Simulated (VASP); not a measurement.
# Mg7MnS8 (Fm-3m) in VASP: single point with PBEsol+U

Aim: the single point of Mg7MnS8 with PBEsol+U.

Everything below comes from runs of VASP 6.6.1. Logs are shortened: lines on timing, memory, paths and dates and some standing lists are left out, and cuts for length are marked.

### Step 1. The cell of the first run

The structure is cubic, space group Fm-3m (No. 225). The conventional cell has a = 10.407 Å, b = 10.407 Å, c = 10.407 Å, α = 90.00°, β = 90.00°, γ = 90.00°. Mn (site symmetry m-3m) has 6 S at 2.60 Å within 3.4 Å. Within 3.4 Å of Mg (site symmetry mmm) lie 6 S at 2.60 Å. Within 3.4 Å of Mg (site symmetry m-3m) lie 6 S at 2.60 Å. Within 3.4 Å of S (site symmetry -43m) lie 6 Mg at 2.60 Å. S (site symmetry 4mm) has 1 Mn at 2.60 Å and 5 Mg at 2.60 Å within 3.4 Å.

### Step 2. Single point, PBEsol+U, collinear spin, zero start

The input, INCAR:

```
ALGO = Normal
EDIFF = 1E-6
ENCUT = 520
GGA = PS
ISIF = 2
ISMEAR = 0
ISPIN = 2
LASPH = T
LCHARG = F
LDAU = T
LDAUJ = 0 0 0
LDAUL = 2 -1 -1
LDAUPRINT = 1
LDAUTYPE = 2
LDAUU = 3.5 0 0
LMAXMIX = 4
LORBIT = 11
LREAL = Auto
LWAVE = F
MAGMOM = 0 0 0 0 0 0 0 0 0 0 0 0 0 0 0 0
NBANDS = 56
NELM = 150
NUPDOWN = 0.0
PREC = Accurate
SIGMA = 0.05
```

The input, KPOINTS:

```
k-points
0
Gamma
  3 3 3
```

The input, POSCAR:

```
Mg7MnS8
1.0
    0.0000000000      5.2033000000      5.2033000000
    5.2033000000      0.0000000000      5.2033000000
    5.2033000000      5.2033000000      0.0000000000
Mn Mg S
1 7 8
Direct
    0.0000000000      0.0000000000      0.0000000000
    0.0000000000      0.0000000000      0.5000000000
    0.0000000000      0.5000000000      0.0000000000
    0.0000000000      0.5000000000      0.5000000000
    0.5000000000      0.0000000000      0.0000000000
    0.5000000000      0.0000000000      0.5000000000
    0.5000000000      0.5000000000      0.0000000000
    0.5000000000      0.5000000000      0.5000000000
    0.2500000000      0.2500000000      0.2500000000
    0.2500000000      0.2500000000      0.7500000000
    0.2500000000      0.7500000000      0.2500000000
    0.2500000000      0.7500000000      0.7500000000
    0.7500000000      0.2500000000      0.2500000000
    0.7500000000      0.2500000000      0.7500000000
    0.7500000000      0.7500000000      0.2500000000
    0.7500000000      0.7500000000      0.7500000000
```

Potentials or basis: VASP PAW PBE potentials, release 64 (Mn_pv, Mg, S).

Started as:

```sh
cat potpaw_PBE.64/Mn_pv/POTCAR potpaw_PBE.64/Mg/POTCAR potpaw_PBE.64/S/POTCAR > POTCAR
mpirun -np 1 vasp_std > vasp.out
```

OUTCAR:

```text
EDIFF = 1E-6
   ENCUT = 520
   GGA = PS
   ISIF = 2
   ISMEAR = 0
   ISPIN = 2
   LASPH = T
   LORBIT = 11
   LREAL = Auto
   NELM = 150
   NUPDOWN = 0.0
   PREC = Accurate

 ion  position               nearest neighbor table
   1  0.000  0.000  0.000-  10 2.60  11 2.60  12 2.60  13 2.60  14 2.60  15 2.60
   2  0.000  0.000  0.500-   9 2.60  11 2.60  12 2.60  13 2.60  14 2.60  16 2.60
   3  0.000  0.500  0.000-   9 2.60  10 2.60  12 2.60  13 2.60  15 2.60  16 2.60
   4  0.000  0.500  0.500-   9 2.60  10 2.60  11 2.60  14 2.60  15 2.60  16 2.60
   5  0.500  0.000  0.000-   9 2.60  10 2.60  11 2.60  14 2.60  15 2.60  16 2.60
   6  0.500  0.000  0.500-   9 2.60  10 2.60  12 2.60  13 2.60  15 2.60  16 2.60
[... 8 lines left out ...]
  15  0.750  0.750  0.250-   1 2.60   3 2.60   4 2.60   5 2.60   6 2.60   8 2.60
  16  0.750  0.750  0.750-   2 2.60   3 2.60   4 2.60   5 2.60   6 2.60   7 2.60

  LATTYP: Found a face centered cubic cell.
 ALAT       =    10.4066000000

  Lattice vectors:

 A1 = (   0.0000000000,   5.2033000000,   5.2033000000)
 A2 = (   5.2033000000,   0.0000000000,   5.2033000000)
 A3 = (   5.2033000000,   5.2033000000,   0.0000000000)

Analysis of symmetry for initial positions (statically):
=====================================================================
 Subroutine PRICEL returns:
 Original cell was already a primitive cell.

 Routine SETGRP: Setting up the symmetry group for a
 face centered cubic supercell.

 Subroutine GETGRP returns: Found 48 space group operations
 (whereof 48 operations were pure point group operations)
 out of a pool of 48 trial point group operations.

The static configuration has the point symmetry O_h .

Analysis of symmetry for dynamics (positions and initial velocities):
=====================================================================
 Subroutine PRICEL returns:
 Original cell was already a primitive cell.

 Routine SETGRP: Setting up the symmetry group for a
 face centered cubic supercell.

 Subroutine GETGRP returns: Found 48 space group operations
 (whereof 48 operations were pure point group operations)
 out of a pool of 48 trial point group operations.

The dynamic configuration has the point symmetry O_h .

Analysis of structural, dynamic, and magnetic symmetry:
=====================================================================
 Subroutine PRICEL returns:
 Original cell was already a primitive cell.

 Routine SETGRP: Setting up the symmetry group for a
 face centered cubic supercell.

 Subroutine GETGRP returns: Found 48 space group operations
 (whereof 48 operations were pure point group operations)
 out of a pool of 48 trial point group operations.

The overall configuration has the point symmetry O_h .

 Subroutine INISYM returns: Found 48 space group operations
 (whereof 48 operations are pure point group operations),
 and found     1 'primitive' translations

----------------------------------------------------------------------------------------

                                     Primitive cell

  volume of cell :     281.7517

  direct lattice vectors                    reciprocal lattice vectors
     0.000000000  5.203300000  5.203300000    -0.096092864  0.096092864  0.096092864
     5.203300000  0.000000000  5.203300000     0.096092864 -0.096092864  0.096092864
     5.203300000  5.203300000  0.000000000     0.096092864  0.096092864 -0.096092864

  length of vectors
     7.358577429  7.358577429  7.358577429     0.166437723  0.166437723  0.166437723

  position of ions in fractional coordinates (direct lattice)
     0.000000000  0.000000000  0.000000000
     0.000000000  0.000000000  0.500000000
     0.000000000  0.500000000  0.000000000
     0.000000000  0.500000000  0.500000000
     0.500000000  0.000000000  0.000000000
     0.500000000  0.000000000  0.500000000
[... 8 lines left out ...]
     0.750000000  0.750000000  0.250000000
     0.750000000  0.750000000  0.750000000

[... 101 lines left out ...]
   IVDW    =     0    specifies the selected vdW correction
   LEPSILON=     F    determine dielectric tensor
   LRPA    =     F    only Hartree local field effects (RPA)
 spin polarized calculation
 Gauss-broadening in eV      SIGMA  =   0.05
  energy-cutoff  :      520.00
  volume of cell :      281.75
 maximum number of plane-waves:      7631
   NGX = 27   NGY = 27   NGZ = 27

 number of electron      74.9999985 magnetization      -0.0000000

atom =   1  type =  1  l = 2

 onsite density matrix

spin component  1

  0.7555 -0.0000  0.0000  0.0000 -0.0000
 -0.0000  0.7555  0.0000  0.0000  0.0000
  0.0000  0.0000  0.1380  0.0000 -0.0000
  0.0000  0.0000  0.0000  0.7555 -0.0000
 -0.0000  0.0000 -0.0000 -0.0000  0.1380

spin component  2

  0.7555 -0.0000  0.0000  0.0000  0.0000
 -0.0000  0.7555  0.0000  0.0000  0.0000
  0.0000  0.0000  0.1380  0.0000 -0.0000
  0.0000  0.0000  0.0000  0.7555 -0.0000
  0.0000  0.0000 -0.0000 -0.0000  0.1380

 occupancies and eigenvectors

  o =  0.1380  v =  0.0000  0.0000  0.0965 -0.0000  0.9953  0.0000  0.0000  0.0000  0.0000  0.0000      0.0000  0.0000  0.0000  0.0000  0.0000  0.0000  0.0000  0.0000  0.0000  0.0000
  o =  0.1380  v =  0.0000  0.0000  0.9953 -0.0000 -0.0965  0.0000  0.0000  0.0000  0.0000  0.0000      0.0000  0.0000  0.0000  0.0000  0.0000  0.0000  0.0000  0.0000  0.0000  0.0000
  o =  0.1380  v =  0.0000  0.0000  0.0000  0.0000  0.0000  0.0000  0.0000  0.1564 -0.0000 -0.9877      0.0000  0.0000  0.0000  0.0000  0.0000  0.0000  0.0000  0.0000  0.0000  0.0000
  o =  0.1380  v =  0.0000  0.0000  0.0000  0.0000  0.0000  0.0000 -0.0000  0.9877 -0.0000  0.1564      0.0000  0.0000  0.0000  0.0000  0.0000  0.0000  0.0000  0.0000  0.0000  0.0000
  o =  0.7555  v =  0.0000  0.0000  0.0000  0.0000  0.0000  0.0000 -0.2832 -0.0000  0.9591 -0.0000      0.0000  0.0000  0.0000  0.0000  0.0000  0.0000  0.0000  0.0000  0.0000  0.0000
  o =  0.7555  v =  0.0000  0.0000  0.0000  0.0000  0.0000  0.0000  0.9591  0.0000  0.2832  0.0000      0.0000  0.0000  0.0000  0.0000  0.0000  0.0000  0.0000  0.0000  0.0000  0.0000
  o =  0.7555  v =  0.0000  0.0000  0.0000  0.0000  0.0000  1.0000  0.0000  0.0000  0.0000  0.0000      0.0000  0.0000  0.0000  0.0000  0.0000  0.0000  0.0000  0.0000  0.0000  0.0000
  o =  0.7555  v =  0.0000 -0.3948  0.0000 -0.9188 -0.0000  0.0000  0.0000  0.0000  0.0000  0.0000      0.0000  0.0000  0.0000  0.0000  0.0000  0.0000  0.0000  0.0000  0.0000  0.0000
  o =  0.7555  v =  0.0000 -0.9188  0.0000  0.3948 -0.0000  0.0000  0.0000  0.0000  0.0000  0.0000      0.0000  0.0000  0.0000  0.0000  0.0000  0.0000  0.0000  0.0000  0.0000  0.0000
  o =  0.7555  v =  1.0000  0.0000  0.0000  0.0000  0.0000  0.0000  0.0000  0.0000  0.0000  0.0000      0.0000  0.0000  0.0000  0.0000  0.0000  0.0000  0.0000  0.0000  0.0000  0.0000

 number of electron      74.9999985 magnetization       0.0000000

 Free energy of the ion-electron system (eV)
  ---------------------------------------------------
  ext. energy  EPLUGINS =         0.00000000
  ---------------------------------------------------
  free energy    TOTEN  =       -72.94080724 eV

  energy without entropy =      -72.91010788  energy(sigma->0) =      -72.92545756

 E-fermi :   4.3799     XC(G=0):  -9.9693

 val. band max:        4.3655909562   @ k =  -0.3333   0.3333   0.0000
 cond. band min:       4.3924615442   @ k =   0.3333   0.3333   0.0000
 fundamental gap:      0.0268705880
 Fermi energy:         4.3798997164

 spin component 1

 k-point     1 :       0.0000    0.0000    0.0000
  band No.  band energies     occupation
      1     -42.4466      1.00000
      2     -42.4466      1.00000
      3     -42.4466      1.00000
      4      -8.9088      1.00000
      5      -7.5956      1.00000
      6      -7.5956      1.00000
[... 197 lines left out ...]
     48       9.7499      0.00000
     49      10.2914      0.00000
 Fermi energy:         4.3798959035

 spin component 2

 k-point     1 :       0.0000    0.0000    0.0000
  band No.  band energies     occupation
      1     -42.4466      1.00000
      2     -42.4466      1.00000
      3     -42.4466      1.00000
      4      -8.9088      1.00000
      5      -7.5956      1.00000
      6      -7.5956      1.00000
[... 197 lines left out ...]
     48       9.7499      0.00000
     49      10.2914      0.00000
 [bands above 49 left out]

------------------------ aborting loop because EDIFF is reached ----------------------------------------

  FORCE on cell =-STRESS in cart. coord.  units (eV):
  Direction    XX          YY          ZZ          XY          YZ          ZX
  --------------------------------------------------------------------------------------
  -------------------------------------------------------------------------------------
  Total       -6.5315785     -6.5315785     -6.5315785     -0.0000000      0.0000000     -0.0000000
  in kB      -37.1417310    -37.1417310    -37.1417310     -0.0000000      0.0000000     -0.0000000
  external PRESSURE =     -37.1417310 kB  Pullay stress =       0.0000000 kB

 VOLUME and BASIS-vectors are now :
 -----------------------------------------------------------------------------
  energy-cutoff  :      520.00
  volume of cell :      281.75
      direct lattice vectors                 reciprocal lattice vectors
     0.000000000  5.203300000  5.203300000    -0.096092864  0.096092864  0.096092864
     5.203300000  0.000000000  5.203300000     0.096092864 -0.096092864  0.096092864
     5.203300000  5.203300000  0.000000000     0.096092864  0.096092864 -0.096092864

 POSITION                                       TOTAL-FORCE (eV/Angst)
 -----------------------------------------------------------------------------------
      0.00000      0.00000      0.00000         0.000000     -0.000000     -0.000000
      2.60165      2.60165      0.00000         0.000000      0.000000     -0.000000
      2.60165      0.00000      2.60165         0.000000      0.000000     -0.000000
      5.20330      2.60165      2.60165        -0.000000     -0.000000     -0.000000
      0.00000      2.60165      2.60165         0.000000      0.000000     -0.000000
      2.60165      5.20330      2.60165        -0.000000     -0.000000     -0.000000
[... 8 lines left out ...]
      5.20330      5.20330      7.80495         0.000000      0.000000      0.684672
      7.80495      7.80495      7.80495        -0.000000     -0.000000     -0.000000
 -----------------------------------------------------------------------------------
    total drift:                               -0.000000     -0.000000     -0.000000

  FREE ENERGIE OF THE ION-ELECTRON SYSTEM (eV)
  ---------------------------------------------------
  free  energy   TOTEN  =       -72.9408072430 eV

  energy  without entropy=      -72.9101078771  energy(sigma->0) =      -72.92545756

 total charge

# of ion       s       p       d       tot
------------------------------------------
    1        0.195   6.150   5.061  11.407
    2        0.138   0.127   0.040   0.305
    3        0.138   0.127   0.040   0.305
    4        0.138   0.127   0.040   0.305
    5        0.138   0.127   0.040   0.305
    6        0.138   0.127   0.040   0.305
[... 8 lines left out ...]
   15        1.309   2.454   0.000   3.763
   16        1.309   2.477   0.000   3.786
--------------------------------------------------
tot         11.630  26.717   5.339  43.685

 magnetization (x)

# of ion       s       p       d       tot
------------------------------------------
    1        0.000   0.000  -0.000  -0.000
    2        0.000  -0.000  -0.000  -0.000
    3        0.000  -0.000  -0.000  -0.000
    4        0.000  -0.000  -0.000  -0.000
    5        0.000  -0.000  -0.000  -0.000
    6        0.000  -0.000  -0.000  -0.000
[... 8 lines left out ...]
   15       -0.000  -0.000   0.000  -0.000
   16        0.000   0.000   0.000   0.000
--------------------------------------------------
tot         -0.000   0.000  -0.000  -0.000
```

It took 4.7 min on 1 thread of Intel Xeon Platinum 8259CL at 2.50GHz (Skylake/Cascade Lake), shared host; peak memory 0.58 GiB.

Results:

- Free energy: -72.9408 eV
- Pressure: -3.7 GPa
- Net moment: 0.00 μB per cell
- Valence electrons inside the program's atomic spheres: Mn 11.41; Mg 0.30; S 3.79, 3.76

Eigenvalues of the final occupation matrices:
| site | spin | trace | eigenvalues |
| --- | --- | --- | --- |
| site 1 d | 1 | 2.54 | 0.14 0.14 0.76 0.76 0.76 |
| site 1 d | 2 | 2.54 | 0.14 0.14 0.76 0.76 0.76 |

Caveat: the PAW data sets were made with another functional, which shifts forces and pressure a little; the total moment is fixed, so each spin has its own Fermi level.
